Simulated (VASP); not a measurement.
Here is a VASP 6.6.1 calculation.

The input INCAR:

```
SYSTEM = BeS
ALGO = Normal ; EDIFF = 1E-6
ENCUT = 520 ; GGA = PS
ISIF = 2 ; ISMEAR = 0
LASPH = .TRUE. ; LCHARG = .TRUE.
LELF = .TRUE. ; LREAL = .FALSE.
LVHAR = .TRUE. ; LWAVE = .FALSE.
NBANDS = 11 ; NELM = 60
PREC = Accurate ; SIGMA = 0.01
```

KPOINTS

```
k-points
0
G
  8 8 8
  0 0 0
```

File POSCAR:

```
BeS
1.0
    0.0000000000      2.4725610944      2.4725610944
    2.4725610944      0.0000000000      2.4725610944
    2.4725610944      2.4725610944      0.0000000000
Be S
1 1
Direct
    0.0000000000      0.0000000000      0.0000000000
    0.2500000000      0.2500000000      0.2500000000
```

Potentials or basis: VASP PAW PBE potentials, release 64 (Be, S).

Launch:

```bash
$ cat potpaw_PBE.64/Be/POTCAR potpaw_PBE.64/S/POTCAR > POTCAR
$ mpirun -np 1 vasp_std > vasp.out
```

Q: Predict the band gap on the k mesh.

A: 3.05 eV, indirect (least direct gap 5.23 eV).

Q: Predict the pressure.

A: -5.5 GPa.

Caveat: the PAW data sets were made with another functional, which shifts forces and pressure a little. A k mesh can miss the band edges.
